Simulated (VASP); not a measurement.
Here is a VASP 6.6.1 calculation.

File INCAR:

```
PREC     = Accurate       # precision mode
ENCUT    = 520            # plane-wave cutoff, eV
EDIFF    = 1E-6           # SCF threshold, eV
ISMEAR   = 0              # smearing method
SIGMA    = 0.1            # smearing width, eV
LREAL    = False          # projectors in reciprocal space
LASPH    = True           # aspherical terms in the spheres
NELM     = 80             # most SCF steps
ALGO     = Normal         # electronic algorithm
ISIF     = 2              # what is computed and relaxed
LWAVE    = False          # write WAVECAR
LCHARG   = False          # write CHGCAR
LDIPOL   = True         
IDIPOL   = 3            
DIPOL    = 0.5 0.5 0.328
GGA      = PE             # functional
IBRION   = 2              # ionic algorithm
NSW      = 36             # ionic steps
EDIFFG   = -0.025         # ionic threshold
KPAR     = 4
```

Contents of KPOINTS:

```
Automatic mesh
0
Gamma
  6 6 1
```

File POSCAR:

```
Al12C
1.0
    5.7135165837      0.0000000000      0.0000000000
   -2.8567582918      4.9480505064      0.0000000000
    0.0000000000      0.0000000000     20.1013782189
Al C
12 1
Selective dynamics
Direct
    0.3333333333      0.1666666667      0.1989913307  F F F
    0.3333333333      0.6666666667      0.1989913307  F F F
    0.8333333333      0.1666666667      0.1989913307  F F F
    0.8333333333      0.6666666667      0.1989913307  F F F
    0.1666666667      0.3333333333      0.3134471524  F F F
    0.1666666667      0.8333333333      0.3134471524  F F F
    0.6666666667      0.3333333333      0.3134471524  F F F
    0.6666666667      0.8333333333      0.3134471524  F F F
    0.0000000000      0.0000000000      0.4278999243  F F F
    0.0000000000      0.5000000000      0.4278999243  F F F
    0.5000000000      0.0000000000      0.4278999243  F F F
    0.5000000000      0.5000000000      0.4278999243  F F F
    0.0833333333      0.1666666667      0.5084551793  F F T
```

Potentials or basis: VASP PAW PBE potentials, release 64 (Al, C).

Launch:

```bash
$ cat potpaw_PBE.64/Al/POTCAR potpaw_PBE.64/C/POTCAR > POTCAR
$ mpirun -np 4 vasp_std > vasp.out
```

Question: What does it give for the energy gained by relaxing?

Answer: 0.5 meV/atom.

Question: Predict the band gap on the k mesh.

Answer: Zero (band 20 reaches -0.01 eV, above the bottom of band 21 at -0.56 eV).

Final structure:
```
Al C
1.0
     5.71352    0.00000    0.00000
    -2.85676    4.94805    0.00000
     0.00000    0.00000   20.10138
Al C
12 1
Direct
  0.33333 0.16667 0.19899
  0.33333 0.66667 0.19899
  0.83333 0.16667 0.19899
  0.83333 0.66667 0.19899
  0.16667 0.33333 0.31345
  0.16667 0.83333 0.31345
  0.66667 0.33333 0.31345
  0.66667 0.83333 0.31345
  0.00000 0.00000 0.42790
  0.00000 0.50000 0.42790
  0.50000 0.00000 0.42790
  0.50000 0.50000 0.42790
  0.08333 0.16667 0.50982
```
